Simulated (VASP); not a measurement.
# Na (P6_3/mmc) in VASP: notebook

The runs below take Na through single point, with BLYP.

Everything below comes from runs of VASP 6.6.1. Logs are shortened: lines on timing, memory, paths and dates and some standing lists are left out, and cuts for length are marked.

## Step 1: The cell of the first run

The structure is hexagonal, space group P6_3/mmc (No. 194). Conventional cell: a = 3.707 Å, b = 3.707 Å, c = 6.046 Å, α = 90.00°, β = 90.00°, γ = 120.00°. Na (site symmetry -6m2) has 12 Na at 3.70 to 3.71 Å within 4.9 Å.

This isn't the form of Na at room conditions, which is bcc.

## Step 2: Single point, BLYP (35.97 Å³/atom)

File INCAR:

```
  PREC = Accurate
  ENCUT = 520
  EDIFF = 1E-7
  ISMEAR = -1
  SIGMA = 0.1
  LREAL = False
  LASPH = True
  NELM = 80
  ALGO = Normal
  ISIF = 2
  LWAVE = False
  LCHARG = True
  GGA = B5
  ALDAX = 1.0
  AGGAX = 1.0
  AGGAC = 1.0
  ALDAC = 0.0
  LELF = True
  LVHAR = True
  NBANDS = 14
```

File KPOINTS:

```
Automatic mesh
0
Gamma
  11 11 6
```

File POSCAR:

```
Na
1.0
    3.7069258668      0.0000000000      0.0000000000
   -1.8534629334      3.2102919706      0.0000000000
    0.0000000000      0.0000000000      6.0457417698
Na
2
Direct
    0.3333333333      0.6666666667      0.2500000000
    0.6666666667      0.3333333333      0.7500000000
```

Potentials or basis: VASP PAW PBE potentials, release 64 (Na_pv).

Started as:

```console
> cat potpaw_PBE.64/Na_pv/POTCAR > POTCAR
> mpirun -np 1 vasp_std > vasp.out
```

OUTCAR:

```text
PREC = Accurate
   ENCUT = 520
   EDIFF = 1E-7
   ISMEAR = -1
   LREAL = False
   LASPH = True
   NELM = 80
   ISIF = 2
   GGA = B5

 ion  position               nearest neighbor table
   1  0.333  0.667  0.250-
   2  0.667  0.333  0.750-

  LATTYP: Found a hexagonal cell.
 ALAT       =     3.7069258668
 C/A-ratio  =     1.6309313936

  Lattice vectors:

 A1 = (   3.7069258668,   0.0000000000,   0.0000000000)
 A2 = (  -1.8534629334,   3.2102919706,   0.0000000000)
 A3 = (   0.0000000000,   0.0000000000,   6.0457417698)

Analysis of symmetry for initial positions (statically):
=====================================================================
 Subroutine PRICEL returns:
 Original cell was already a primitive cell.

 Routine SETGRP: Setting up the symmetry group for a
 hexagonal supercell.

 Subroutine GETGRP returns: Found 24 space group operations
 (whereof 12 operations were pure point group operations)
 out of a pool of 24 trial point group operations.

The static configuration has the point symmetry D_3d.
 The point group associated with its full space group is D_6h.

Analysis of symmetry for dynamics (positions and initial velocities):
=====================================================================
 Subroutine PRICEL returns:
 Original cell was already a primitive cell.

 Routine SETGRP: Setting up the symmetry group for a
 hexagonal supercell.

 Subroutine GETGRP returns: Found 24 space group operations
 (whereof 12 operations were pure point group operations)
 out of a pool of 24 trial point group operations.

The dynamic configuration has the point symmetry D_3d.
 The point group associated with its full space group is D_6h.

 Subroutine INISYM returns: Found 24 space group operations
 (whereof 12 operations are pure point group operations),
 and found     1 'primitive' translations

----------------------------------------------------------------------------------------

                                     Primitive cell

  volume of cell :      71.9462

  direct lattice vectors                    reciprocal lattice vectors
     3.706925867  0.000000000  0.000000000     0.269765308  0.155749073  0.000000000
    -1.853462933  3.210291971  0.000000000     0.000000000  0.311498147  0.000000000
     0.000000000  0.000000000  6.045741770     0.000000000  0.000000000  0.165405675

  length of vectors
     3.706925867  3.706925867  6.045741770     0.311498147  0.311498147  0.165405675

  position of ions in fractional coordinates (direct lattice)
     0.333333333  0.666666667  0.250000000
     0.666666667  0.333333333  0.750000000

  ion indices of the primitive-cell ions
   primitive index   ion index
                 1           1
                 2           2

----------------------------------------------------------------------------------------

 KPOINTS: Automatic mesh

Automatic generation of k-mesh.
 Grid dimensions read from file:
 generate k-points for:   11   11    6

 Generating k-lattice:

  Cartesian coordinates                     Fractional coordinates (reciprocal lattice)
     0.024524119  0.014159007  0.000000000     0.090909091 -0.000000000  0.000000000
     0.000000000  0.028318013  0.000000000     0.000000000  0.090909091  0.000000000
     0.000000000  0.000000000  0.027567613     0.000000000  0.000000000  0.166666667

  Length of vectors
     0.028318013  0.028318013  0.027567613

  Shift w.r.t. Gamma in fractional coordinates (k-lattice)
     0.000000000  0.000000000  0.000000000

 Subroutine IBZKPT returns following result:
 ===========================================

 Found     64 irreducible k-points:

 Following reciprocal coordinates:
            Coordinates               Weight
  0.000000  0.000000  0.000000      1.000000
  0.090909 -0.000000  0.000000      6.000000
  0.181818 -0.000000  0.000000      6.000000
  0.272727 -0.000000  0.000000      6.000000
  0.363636 -0.000000  0.000000      6.000000
  0.454545 -0.000000  0.000000      6.000000
[... 16 lines left out ...]
  0.090909  0.090909  0.166667     12.000000
  0.181818  0.090909  0.166667     24.000000
 [... further k-points ...]
   k-points           NKPTS =     64   k-points in BZ     NKDIM =     64   number of bands    NBANDS=     14
   number of dos      NEDOS =    301   number of ions     NIONS =      2
   total plane-waves  NPLWV =  37632
   dimension x,y,z NGX =    28 NGY =   28 NGZ =   48
   dimension x,y,z NGXF=    56 NGYF=   56 NGZF=   96
   ions per type =               2
   NGX,Y,Z   is equivalent  to a cutoff of  12.56, 12.56, 13.20 a.u.
   NGXF,Y,Z  is equivalent  to a cutoff of  25.11, 25.11, 26.40 a.u.
 SYSTEM =  unknown system
   PREC   = accura    normal or accurate (medium, high low for compatibility)
   ISTART =      0    job   : 0-new  1-cont  2-samecut
   ICHARG =      2    charge: 1-file 2-atom 10-const
   ISPIN  =      1    spin polarized calculation?
   LNONCOLLINEAR =      F non collinear calculations
   LSORBIT =      F    spin-orbit coupling
   LASPH  =      T    aspherical Exc in radial PAW
   ENCUT  =  520.0 eV  38.22 Ry    6.18 a.u.   6.89  6.89 11.24*2*pi/ulx,y,z
   NELM   =     80;   NELMIN=  2; NELMDL= -5     # of ELM steps
   EDIFF  = 0.1E-06   stopping-criterion for ELM
   LREAL  =      F    real-space projection
   EDIFFG = 0.1E-05   stopping-criterion for IOM
   NSW    =      0    number of steps for IOM
   IBRION =     -1    ionic relax: 0-MD 1-quasi-New 2-CG
   NFREE  =      0    steps in history (QN), initial steepest desc. (CG)
   ISIF   =      2    stress and relaxation
   ISYM   =      2    0-nonsym 1-usesym 2-fastsym
   POTIM  = 0.5000    time-step for ionic-motion
   TEBEG  =    0.0;   TEEND  =   0.0 temperature during run
   PSTRESS=    0.0 pullay stress
   NELECT =      14.0000    total number of electrons
   NUPDOWN=      -1.0000    fix difference up-down
   EMIN   =  10.00;   EMAX   =-10.00  energy-range for DOS
   EFERMI =   0.00;   METHOD = LEGACY
   ISMEAR =    -1;   SIGMA  =   0.10  broadening in eV -4-tet -1-fermi 0-gaus
   EFERMI_NEDOS =   21; number of points for ismear=-14 and -15
   IALGO  =     38    algorithm
   IMIX   =      4    mixing-type and parameters
     AMIX     =   0.40;   BMIX     =  1.00
     AMIX_MAG =   1.60;   BMIX_MAG =  1.00
  volume/ion in A,a.u.               =      35.97       242.76
  Fermi-wavevector in a.u.,A,eV,Ry     =   0.948669  1.792725 12.244881  0.899973
  Thomas-Fermi vector in A             =   2.076880
   LORBIT       =      0    0 simple, 1 ext, 2 COOP (PROOUT), +10 PAW based schemes
   GGA     = B5    functional components
   LHFCALC =     F    Hartree Fock is set to
   AEXX    =    0.0000 exact exchange contribution
   IVDW    =     0    specifies the selected vdW correction
   LEPSILON=     F    determine dielectric tensor
   LRPA    =     F    only Hartree local field effects (RPA)
 non-spin polarized calculation
  energy-cutoff  :      520.00
  volume of cell :       71.95
 maximum number of plane-waves:      1957
 NGX is ok and might be reduce to    28
   NGX = 13   NGY = 13   NGZ = 23

 number of electron      13.9999986 magnetization

 Free energy of the ion-electron system (eV)
  ---------------------------------------------------
  ext. energy  EPLUGINS =         0.00000000
  ---------------------------------------------------
  free energy    TOTEN  =        -1.88084655 eV

  energy without entropy =       -1.84622901  energy(sigma->0) =       -1.86353778

 E-fermi :   0.8510     XC(G=0):  -6.2070

 val. band max:        0.8365512084   @ k =   0.1818  -0.0000   0.1667
 cond. band min:       0.8664957553   @ k =   0.2727   0.2727   0.1667
 fundamental gap:      0.0299445469
 Fermi energy:         0.8509598192

 k-point     1 :       0.0000    0.0000    0.0000
  band No.  band energies     occupation
      1     -24.4713      2.00000
      2     -24.4388      2.00000
      3     -24.4388      2.00000
      4     -24.4334      2.00000
      5     -24.4334      2.00000
      6     -24.4328      2.00000
      7      -2.5194      2.00000
      8       1.4607      0.00449
      9       1.7476      0.00026
     10      10.9683      0.00000
     11      10.9683      0.00000
     12      11.2493      0.00000
     13      11.2493      0.00000
     14      11.5393      0.00000

 k-point     2 :       0.0909   -0.0000    0.0000
  band No.  band energies     occupation
      1     -24.4702      2.00000
      2     -24.4411      2.00000
      3     -24.4396      2.00000
      4     -24.4358      2.00000
      5     -24.4338      2.00000
      6     -24.4332      2.00000
      7      -2.3943      2.00000
      8       1.5705      0.00150
      9       1.8705      0.00007
     10       9.0902      0.00000
     11      10.0920      0.00000
     12      10.5397      0.00000
     13      12.2677      0.00000
     14      12.2974      0.00000

 k-point     3 :       0.1818   -0.0000    0.0000
  band No.  band energies     occupation
      1     -24.4674      2.00000
      2     -24.4472      2.00000
      3     -24.4420      2.00000
      4     -24.4415      2.00000
      5     -24.4349      2.00000
      6     -24.4344      2.00000
      7      -2.0211      2.00000
      8       1.9006      0.00006
      9       2.2334      0.00000
     10       7.0231      0.00000
     11       9.2854      0.00000
     12       9.4746      0.00000
     13      10.5027      0.00000
     14      11.4940      0.00000
[... 324 lines left out ...]
 k-point    23 :       0.0909    0.0909    0.1667
  band No.  band energies     occupation
      1     -24.4663      2.00000
      2     -24.4442      2.00000
      3     -24.4425      2.00000
      4     -24.4398      2.00000
      5     -24.4353      2.00000
      6     -24.4350      2.00000
      7      -2.0275      2.00000
      8       0.7192      1.57755
      9       3.3803      0.00000
     10       8.0610      0.00000
     11       8.3873      0.00000
     12      10.4420      0.00000
     13      10.6452      0.00000
     14      11.1406      0.00000

 k-point    24 :       0.1818    0.0909    0.1667
  band No.  band energies     occupation
      1     -24.4638      2.00000
      2     -24.4504      2.00000
      3     -24.4488      2.00000
      4     -24.4425      2.00000
      5     -24.4372      2.00000
      6     -24.4362      2.00000
      7      -1.5340      2.00000
      8       1.1868      0.06726
      9       3.8156      0.00000
     10       6.2322      0.00000
     11       7.4366      0.00000
     12       8.7905      0.00000
     13       9.9107      0.00000
     14      10.9058      0.00000

 [... further k-points ...]

------------------------ aborting loop because EDIFF is reached ----------------------------------------

  FORCE on cell =-STRESS in cart. coord.  units (eV):
  Direction    XX          YY          ZZ          XY          YZ          ZX
  --------------------------------------------------------------------------------------
  -------------------------------------------------------------------------------------
  Total        0.1120801      0.1120801      0.1858484      0.0000000      0.0000000      0.0000000
  in kB        2.4959229      2.4959229      4.1386747      0.0000000      0.0000000      0.0000000
  external PRESSURE =       3.0435068 kB  Pullay stress =       0.0000000 kB

 VOLUME and BASIS-vectors are now :
 -----------------------------------------------------------------------------
  energy-cutoff  :      520.00
  volume of cell :       71.95
      direct lattice vectors                 reciprocal lattice vectors
     3.706925867  0.000000000  0.000000000     0.269765308  0.155749073  0.000000000
    -1.853462933  3.210291971  0.000000000     0.000000000  0.311498147  0.000000000
     0.000000000  0.000000000  6.045741770     0.000000000  0.000000000  0.165405675

 POSITION                                       TOTAL-FORCE (eV/Angst)
 -----------------------------------------------------------------------------------
     -0.00000      2.14019      1.51144         0.000000     -0.000000      0.000000
      1.85346      1.07010      4.53431        -0.000000      0.000000      0.000000
 -----------------------------------------------------------------------------------
    total drift:                               -0.000000      0.000000     -0.000000

  FREE ENERGIE OF THE ION-ELECTRON SYSTEM (eV)
  ---------------------------------------------------
  free  energy   TOTEN  =        -1.8808465476 eV

  energy  without entropy=       -1.8462290065  energy(sigma->0) =       -1.86353778
```

Wall time 38 s (1 thread of Intel Xeon Platinum 8488C (Sapphire Rapids), shared host); peak memory 0.2 GiB.

Results:

```
Free energy            : -1.8808 eV
Pressure               : 0.3 GPa
Band gap on the k mesh : zero (bands 7 and 8 overlap by 4.14 eV)
```

Stress tensor (GPa, compression positive):
```
0.25 0.00 0.00
0.00 0.25 0.00
0.00 0.00 0.41
```

Levels at points of the mesh, in eV from the Fermi level:
```tsv
k point	band 4	band 5	band 6	band 7	band 8	band 9	band 10	band 11
(0.00, 0.00, 0.00)	-25.28	-25.28	-25.28	-3.37	0.61	0.90	10.12	10.12
(0.00, 0.00, 0.50)	-25.29	-25.29	-25.29	-2.31	-2.31	5.61	5.61	10.71
```

Caveat: the PAW data sets were made with another functional, which shifts forces and pressure a little.

## Step 3: Single point, BLYP (37.47 Å³/atom)

This run uses another cell than the first one, of 37.47 Å³/atom.

File INCAR:

```
SYSTEM = Na
PREC = Accurate ; ENCUT = 520
EDIFF = 1E-6 ; ISMEAR = -1
SIGMA = 0.1 ; LREAL = .False.
LASPH = .True. ; NELM = 100
ALGO = Normal ; ISIF = 2
LWAVE = .False. ; LCHARG = .False.
GGA = B5 ; ALDAX = 1.0
AGGAX = 1.0 ; AGGAC = 1.0
ALDAC = 0.0 ; NBANDS = 14
```

File KPOINTS:

```
regular mesh
0
Gamma
  11 11 6
  0 0 0
```

File POSCAR:

```
Na
1.0
    3.7577119841      0.0000000000      0.0000000000
   -1.8788559921      3.2542740383      0.0000000000
    0.0000000000      0.0000000000      6.1285704429
Na
2
Direct
    0.3333333333      0.6666666667      0.2500000000
    0.6666666667      0.3333333333      0.7500000000
```

Potentials or basis: VASP PAW PBE potentials, release 64 (Na_pv).

Started as:

```console
> cat potpaw_PBE.64/Na_pv/POTCAR > POTCAR
> mpirun -np 1 vasp_std > vasp.out
```

It took 34 s on 1 thread of Intel Xeon Platinum 8488C (Sapphire Rapids), shared host; peak memory 0.2 GiB.

Results (log left out):

```
Free energy            : -1.8839 eV
Pressure               : 0.0 GPa
Band gap on the k mesh : zero (bands 7 and 8 overlap by 4.05 eV)
```

Stress tensor (GPa, compression positive):
```
-0.05  0.00  0.00
 0.00 -0.05  0.00
 0.00  0.00  0.09
```

Levels at points of the mesh, in eV from the Fermi level:
```tsv
k point	band 4	band 5	band 6	band 7	band 8	band 9	band 10	band 11
(0.00, 0.00, 0.00)	-25.31	-25.31	-25.31	-3.28	0.61	0.85	9.89	9.89
(0.00, 0.00, 0.50)	-25.31	-25.31	-25.31	-2.25	-2.25	5.47	5.47	10.48
```

Caveat: the PAW data sets were made with another functional, which shifts forces and pressure a little.

## Step 4: Single point, BLYP (38.97 Å³/atom)

This run uses another cell than the first one, of 38.97 Å³/atom.

File INCAR:

```
PREC = Accurate
ENCUT = 520
EDIFF = 1E-6
ISMEAR = -1
SIGMA = 0.1
LREAL = False
LASPH = True
NELM = 100
ALGO = Normal
ISIF = 2
LWAVE = False
LCHARG = False
GGA = B5
ALDAX = 1.0
AGGAX = 1.0
AGGAC = 1.0
ALDAC = 0.0
NBANDS = 14
```

File KPOINTS:

```
Automatic mesh
0
Gamma
  11 11 6
```

File POSCAR:

```
Na
1.0
    3.8071612336      0.0000000000      0.0000000000
   -1.9035806168      3.2970983446      0.0000000000
    0.0000000000      0.0000000000      6.2092187761
Na
2
Direct
    0.3333333333      0.6666666667      0.2500000000
    0.6666666667      0.3333333333      0.7500000000
```

Started as:

```console
> cat potpaw_PBE.64/Na_pv/POTCAR > POTCAR
> mpirun -np 1 vasp_std > vasp.out
```

It took 35 s on 1 thread of Intel Xeon Platinum 8488C (Sapphire Rapids), shared host; peak memory 0.2 GiB.

Results (log left out):

- Free energy: -1.8816 eV
- Pressure: -0.3 GPa
- Band gap on the k mesh: zero (bands 7 and 8 overlap by 3.96 eV)

Stress tensor (GPa, compression positive):
```
-0.30  0.00  0.00
 0.00 -0.30  0.00
 0.00  0.00 -0.18
```

Levels at points of the mesh, in eV from the Fermi level:
| k point | band 4 | band 5 | band 6 | band 7 | band 8 | band 9 | band 10 | band 11 |
| --- | --- | --- | --- | --- | --- | --- | --- | --- |
| (0.00, 0.00, 0.00) | -25.34 | -25.34 | -25.33 | -3.20 | 0.61 | 0.81 | 9.68 | 9.68 |
| (0.00, 0.00, 0.50) | -25.34 | -25.34 | -25.34 | -2.20 | -2.20 | 5.34 | 5.34 | 10.26 |

Caveat: the PAW data sets were made with another functional, which shifts forces and pressure a little.

(Continued in part 2 of 2.)

The gap in the log of VASP goes by the Fermi energy; the results here count the filled bands.